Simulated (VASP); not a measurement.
# GaAs (F-43m) in VASP: a series of runs

Runs on GaAs. Level: PBE. Tasks: single point.

Everything below comes from runs of VASP 6.6.1. Logs are shortened: lines on timing, memory, paths and dates and some standing lists are left out, and cuts for length are marked.

**1. The cell of the first run**

Symmetry: F-43m, No. 216, cubic system. The conventional cell has a = 5.653 Å, b = 5.653 Å, c = 5.653 Å, α = 90.00°, β = 90.00°, γ = 90.00°. Within 3.2 Å of Ga (site symmetry -43m) lie 4 As at 2.45 Å. Within 3.2 Å of As (site symmetry -43m) lie 4 Ga at 2.45 Å.

**2. Single point, PBE**

File INCAR:

```
PREC     = Accurate       # precision mode
ENCUT    = 520            # plane-wave cutoff, eV
EDIFF    = 1E-7           # SCF threshold, eV
ISMEAR   = 0              # smearing method
SIGMA    = 0.01           # smearing width, eV
LREAL    = False          # projectors in reciprocal space
LASPH    = True           # aspherical terms in the spheres
NELM     = 100            # most SCF steps
ALGO     = Normal         # electronic algorithm
ISIF     = 2              # what is computed and relaxed
LWAVE    = False          # write WAVECAR
LCHARG   = False          # write CHGCAR
GGA      = PE             # functional
NBANDS   = 16             # bands
```

File KPOINTS:

```
Automatic mesh
0
Gamma
  8 8 8
```

File POSCAR:

```
GaAs
1.0
    0.0000000000      2.8265000000      2.8265000000
    2.8265000000      0.0000000000      2.8265000000
    2.8265000000      2.8265000000      0.0000000000
Ga As
1 1
Direct
    0.0000000000      0.0000000000      0.0000000000
    0.2500000000      0.2500000000      0.2500000000
```

Potentials or basis: VASP PAW PBE potentials, release 64 (Ga_d, As).

Command:

```bash
cat potpaw_PBE.64/Ga_d/POTCAR potpaw_PBE.64/As/POTCAR > POTCAR
mpirun -np 1 vasp_std > vasp.out
```

OUTCAR:

```text
PREC = Accurate
   ENCUT = 520
   EDIFF = 1E-7
   ISMEAR = 0
   LREAL = False
   LASPH = True
   NELM = 100
   ISIF = 2
   GGA = PE

 ion  position               nearest neighbor table
   1  0.000  0.000  0.000-   2 2.45   2 2.45   2 2.45   2 2.45
   2  0.250  0.250  0.250-   1 2.45   1 2.45   1 2.45   1 2.45

  LATTYP: Found a face centered cubic cell.
 ALAT       =     5.6530000000

  Lattice vectors:

 A1 = (   0.0000000000,   2.8265000000,   2.8265000000)
 A2 = (   2.8265000000,   0.0000000000,   2.8265000000)
 A3 = (   2.8265000000,   2.8265000000,   0.0000000000)

Analysis of symmetry for initial positions (statically):
=====================================================================
 Subroutine PRICEL returns:
 Original cell was already a primitive cell.

 Routine SETGRP: Setting up the symmetry group for a
 face centered cubic supercell.

 Subroutine GETGRP returns: Found 24 space group operations
 (whereof 24 operations were pure point group operations)
 out of a pool of 48 trial point group operations.

The static configuration has the point symmetry T_d .

Analysis of symmetry for dynamics (positions and initial velocities):
=====================================================================
 Subroutine PRICEL returns:
 Original cell was already a primitive cell.

 Routine SETGRP: Setting up the symmetry group for a
 face centered cubic supercell.

 Subroutine GETGRP returns: Found 24 space group operations
 (whereof 24 operations were pure point group operations)
 out of a pool of 48 trial point group operations.

The dynamic configuration has the point symmetry T_d .

 Subroutine INISYM returns: Found 24 space group operations
 (whereof 24 operations are pure point group operations),
 and found     1 'primitive' translations

----------------------------------------------------------------------------------------

                                     Primitive cell

  volume of cell :      45.1624

  direct lattice vectors                    reciprocal lattice vectors
     0.000000000  2.826500000  2.826500000    -0.176897223  0.176897223  0.176897223
     2.826500000  0.000000000  2.826500000     0.176897223 -0.176897223  0.176897223
     2.826500000  2.826500000  0.000000000     0.176897223  0.176897223 -0.176897223

  length of vectors
     3.997274634  3.997274634  3.997274634     0.306394977  0.306394977  0.306394977

[... 78 lines left out ...]
   ENCUT  =  520.0 eV  38.22 Ry    6.18 a.u.   7.43  7.43  7.43*2*pi/ulx,y,z
   NELM   =    100;   NELMIN=  2; NELMDL= -5     # of ELM steps
   EDIFF  = 0.1E-06   stopping-criterion for ELM
   LREAL  =      F    real-space projection
   EDIFFG = 0.1E-05   stopping-criterion for IOM
   NSW    =      0    number of steps for IOM
   IBRION =     -1    ionic relax: 0-MD 1-quasi-New 2-CG
   NFREE  =      0    steps in history (QN), initial steepest desc. (CG)
   ISIF   =      2    stress and relaxation
   ISYM   =      2    0-nonsym 1-usesym 2-fastsym
   POTIM  = 0.5000    time-step for ionic-motion
   TEBEG  =    0.0;   TEEND  =   0.0 temperature during run
   PSTRESS=    0.0 pullay stress
   NELECT =      18.0000    total number of electrons
   NUPDOWN=      -1.0000    fix difference up-down
   EMIN   =  10.00;   EMAX   =-10.00  energy-range for DOS
   EFERMI =   0.00;   METHOD = LEGACY
   ISMEAR =     0;   SIGMA  =   0.01  broadening in eV -4-tet -1-fermi 0-gaus
   EFERMI_NEDOS =   21; number of points for ismear=-14 and -15
   IALGO  =     38    algorithm
   IMIX   =      4    mixing-type and parameters
     AMIX     =   0.40;   BMIX     =  1.00
     AMIX_MAG =   1.60;   BMIX_MAG =  1.00
  volume/ion in A,a.u.               =      22.58       152.39
  Fermi-wavevector in a.u.,A,eV,Ry     =   1.204777  2.276698 19.748689  1.451488
  Thomas-Fermi vector in A             =   2.340492
   LORBIT       =      0    0 simple, 1 ext, 2 COOP (PROOUT), +10 PAW based schemes
   GGA     = PE    functional components
   LHFCALC =     F    Hartree Fock is set to
   AEXX    =    0.0000 exact exchange contribution
   IVDW    =     0    specifies the selected vdW correction
   LEPSILON=     F    determine dielectric tensor
   LRPA    =     F    only Hartree local field effects (RPA)
 non-spin polarized calculation
 Gauss-broadening in eV      SIGMA  =   0.01
  energy-cutoff  :      520.00
  volume of cell :       45.16
 maximum number of plane-waves:      1243
 NGX is ok and might be reduce to    30
   NGX = 15   NGY = 15   NGZ = 15

 number of electron      17.9999995 magnetization

 Free energy of the ion-electron system (eV)
  ---------------------------------------------------
  ext. energy  EPLUGINS =         0.00000000
  ---------------------------------------------------
  free energy    TOTEN  =        -8.24674470 eV

  energy without entropy =       -8.24674470  energy(sigma->0) =       -8.24674470

 E-fermi :   3.9804     XC(G=0):  -9.5889

 val. band max:        3.9364913613   @ k =   0.0000   0.0000   0.0000
 cond. band min:       4.4593865652   @ k =   0.0000   0.0000   0.0000
 fundamental gap:      0.5228952039
 Fermi energy:         3.9803757198

 k-point     1 :       0.0000    0.0000    0.0000
  band No.  band energies     occupation
      1     -10.8732      2.00000
      2     -10.8732      2.00000
      3     -10.8732      2.00000
      4     -10.7940      2.00000
      5     -10.7940      2.00000
      6      -8.7918      2.00000
[... 433 lines left out ...]
      3     -10.8408      2.00000
      4     -10.7983      2.00000
      5     -10.7905      2.00000
      6      -6.6831      2.00000
[... 8 lines left out ...]
     15      15.5525      0.00000
     16      16.0748      0.00000

 [... further k-points ...]

------------------------ aborting loop because EDIFF is reached ----------------------------------------

  FORCE on cell =-STRESS in cart. coord.  units (eV):
  Direction    XX          YY          ZZ          XY          YZ          ZX
  --------------------------------------------------------------------------------------
  -------------------------------------------------------------------------------------
  Total        0.9840123      0.9840123      0.9840123      0.0000000      0.0000000     -0.0000000
  in kB       34.9087374     34.9087374     34.9087374      0.0000000      0.0000000     -0.0000000
  external PRESSURE =      34.9087374 kB  Pullay stress =       0.0000000 kB

 VOLUME and BASIS-vectors are now :
 -----------------------------------------------------------------------------
  energy-cutoff  :      520.00
  volume of cell :       45.16
      direct lattice vectors                 reciprocal lattice vectors
     0.000000000  2.826500000  2.826500000    -0.176897223  0.176897223  0.176897223
     2.826500000  0.000000000  2.826500000     0.176897223 -0.176897223  0.176897223
     2.826500000  2.826500000  0.000000000     0.176897223  0.176897223 -0.176897223

 POSITION                                       TOTAL-FORCE (eV/Angst)
 -----------------------------------------------------------------------------------
      0.00000      0.00000      0.00000         0.000000     -0.000000      0.000000
      1.41325      1.41325      1.41325        -0.000000      0.000000     -0.000000
 -----------------------------------------------------------------------------------
    total drift:                                0.000002      0.000002      0.000002

  FREE ENERGIE OF THE ION-ELECTRON SYSTEM (eV)
  ---------------------------------------------------
  free  energy   TOTEN  =        -8.2467446984 eV

  energy  without entropy=       -8.2467446984  energy(sigma->0) =       -8.24674470
```

It took 18 s on 1 thread of Intel Xeon Platinum 8488C (Sapphire Rapids), shared host; peak memory 0.17 GiB.

Results:

```
Free energy            : -8.2467 eV
Pressure               : 3.5 GPa
Band gap on the k mesh : 0.52 eV, direct
```

A k mesh can miss the band edges. Expect the measured gap to be larger: semilocal functionals such as PBE lack the derivative discontinuity.

**3. Single point, PBE**

File INCAR:

```
ALGO = Normal
EDIFF = 1E-6
ENCUT = 500
GGA = PE
GGA_COMPAT = F
ISIF = 2
ISMEAR = 0
LASPH = T
LCHARG = F
LREAL = F
LWAVE = F
NBANDS = 16
NELM = 120
PREC = Accurate
SIGMA = 0.01
```

File KPOINTS:

```
k-points
0
Gamma
  4 4 4
```

POSCAR is that of step 2.

Potentials or basis: VASP PAW PBE potentials, release 64 (Ga_d, As).

Command:

```bash
cat potpaw_PBE.64/Ga_d/POTCAR potpaw_PBE.64/As/POTCAR > POTCAR
mpirun -np 1 vasp_std > vasp.out
```

OUTCAR:

```text
EDIFF = 1E-6
   ENCUT = 500
   GGA = PE
   ISIF = 2
   ISMEAR = 0
   LASPH = T
   LREAL = F
   NELM = 120
   PREC = Accurate

 ion  position               nearest neighbor table
   1  0.000  0.000  0.000-   2 2.45   2 2.45   2 2.45   2 2.45
   2  0.250  0.250  0.250-   1 2.45   1 2.45   1 2.45   1 2.45

  LATTYP: Found a face centered cubic cell.
 ALAT       =     5.6530000000

  Lattice vectors:

 A1 = (   0.0000000000,   2.8265000000,   2.8265000000)
 A2 = (   2.8265000000,   0.0000000000,   2.8265000000)
 A3 = (   2.8265000000,   2.8265000000,   0.0000000000)

Analysis of symmetry for initial positions (statically):
=====================================================================
 Subroutine PRICEL returns:
 Original cell was already a primitive cell.

 Routine SETGRP: Setting up the symmetry group for a
 face centered cubic supercell.

 Subroutine GETGRP returns: Found 24 space group operations
 (whereof 24 operations were pure point group operations)
 out of a pool of 48 trial point group operations.

The static configuration has the point symmetry T_d .

Analysis of symmetry for dynamics (positions and initial velocities):
=====================================================================
 Subroutine PRICEL returns:
 Original cell was already a primitive cell.

 Routine SETGRP: Setting up the symmetry group for a
 face centered cubic supercell.

 Subroutine GETGRP returns: Found 24 space group operations
 (whereof 24 operations were pure point group operations)
 out of a pool of 48 trial point group operations.

The dynamic configuration has the point symmetry T_d .

 Subroutine INISYM returns: Found 24 space group operations
 (whereof 24 operations are pure point group operations),
 and found     1 'primitive' translations

----------------------------------------------------------------------------------------

                                     Primitive cell
[... 92 lines left out ...]
   IMIX   =      4    mixing-type and parameters
     AMIX     =   0.40;   BMIX     =  1.00
     AMIX_MAG =   1.60;   BMIX_MAG =  1.00
  volume/ion in A,a.u.               =      22.58       152.39
  Fermi-wavevector in a.u.,A,eV,Ry     =   1.204777  2.276698 19.748689  1.451488
  Thomas-Fermi vector in A             =   2.340492
   LORBIT       =      0    0 simple, 1 ext, 2 COOP (PROOUT), +10 PAW based schemes
   GGA     = PE    functional components
   LHFCALC =     F    Hartree Fock is set to
   AEXX    =    0.0000 exact exchange contribution
   IVDW    =     0    specifies the selected vdW correction
   LEPSILON=     F    determine dielectric tensor
   LRPA    =     F    only Hartree local field effects (RPA)
 non-spin polarized calculation
 Gauss-broadening in eV      SIGMA  =   0.01
  energy-cutoff  :      500.00
  volume of cell :       45.16
 maximum number of plane-waves:      1162
 NGX is ok and might be reduce to    30
   NGX = 15   NGY = 15   NGZ = 15

 number of electron      17.9999995 magnetization

 Free energy of the ion-electron system (eV)
  ---------------------------------------------------
  ext. energy  EPLUGINS =         0.00000000
  ---------------------------------------------------
  free energy    TOTEN  =        -8.07265540 eV

  energy without entropy =       -8.07265540  energy(sigma->0) =       -8.07265540

 E-fermi :   4.1156     XC(G=0):  -9.5623

 val. band max:        3.9845918054   @ k =   0.0000   0.0000   0.0000
 cond. band min:       4.4964188161   @ k =   0.0000   0.0000   0.0000
 fundamental gap:      0.5118270107
 Fermi energy:         4.1156268290

 k-point     1 :       0.0000    0.0000    0.0000
  band No.  band energies     occupation
      1     -10.8795      2.00000
      2     -10.8795      2.00000
      3     -10.8795      2.00000
      4     -10.8017      2.00000
      5     -10.8017      2.00000
      6      -8.7464      2.00000
[... 129 lines left out ...]
      3     -10.8355      2.00000
      4     -10.8124      2.00000
      5     -10.7976      2.00000
      6      -6.1685      2.00000
[... 8 lines left out ...]
     15      16.1682      0.00000
     16      17.2923      0.00000

------------------------ aborting loop because EDIFF is reached ----------------------------------------

  FORCE on cell =-STRESS in cart. coord.  units (eV):
  Direction    XX          YY          ZZ          XY          YZ          ZX
  --------------------------------------------------------------------------------------
  -------------------------------------------------------------------------------------
  Total        1.0497140      1.0497140      1.0497140     -0.0000000     -0.0000000      0.0000000
  in kB       37.2395669     37.2395669     37.2395669     -0.0000000     -0.0000000      0.0000000
  external PRESSURE =      37.2395669 kB  Pullay stress =       0.0000000 kB

 VOLUME and BASIS-vectors are now :
 -----------------------------------------------------------------------------
  energy-cutoff  :      500.00
  volume of cell :       45.16
      direct lattice vectors                 reciprocal lattice vectors
     0.000000000  2.826500000  2.826500000    -0.176897223  0.176897223  0.176897223
     2.826500000  0.000000000  2.826500000     0.176897223 -0.176897223  0.176897223
     2.826500000  2.826500000  0.000000000     0.176897223  0.176897223 -0.176897223

 POSITION                                       TOTAL-FORCE (eV/Angst)
 -----------------------------------------------------------------------------------
      0.00000      0.00000      0.00000        -0.000000     -0.000000      0.000000
      1.41325      1.41325      1.41325         0.000000      0.000000     -0.000000
 -----------------------------------------------------------------------------------
    total drift:                               -0.000000     -0.000000      0.000000

  FREE ENERGIE OF THE ION-ELECTRON SYSTEM (eV)
  ---------------------------------------------------
  free  energy   TOTEN  =        -8.0726553960 eV

  energy  without entropy=       -8.0726553960  energy(sigma->0) =       -8.07265540
```

Wall time 12 s (1 thread of Intel Xeon 8259CL, shared host); peak memory 0.16 GiB.

What came out:

| Item | Value |
| --- | --- |
| Free energy | -8.0727 eV |
| Pressure | 3.7 GPa |
| Band gap on the k mesh | 0.51 eV, direct |

Levels at points of the mesh, in eV from the valence-band top:
```
           k point  band 5  band 6  band 7  band 8  band 9  band 10  band 11  band 12  band 13  band 14
(0.00, 0.00, 0.00)  -14.79  -12.73    0.00    0.00    0.00     0.51     3.69     3.69     3.69     7.58
(0.50, 0.00, 0.00)  -14.78  -10.96   -6.66   -1.15   -1.15     0.98     4.60     4.60     7.74    10.41
(0.50, 0.50, 0.00)  -14.77  -10.21   -6.85   -2.69   -2.69     1.44     1.63    10.15    10.15    11.00
```

Caveat: the k points lie up to 0.48 Å⁻¹ apart. A k mesh can miss the band edges.
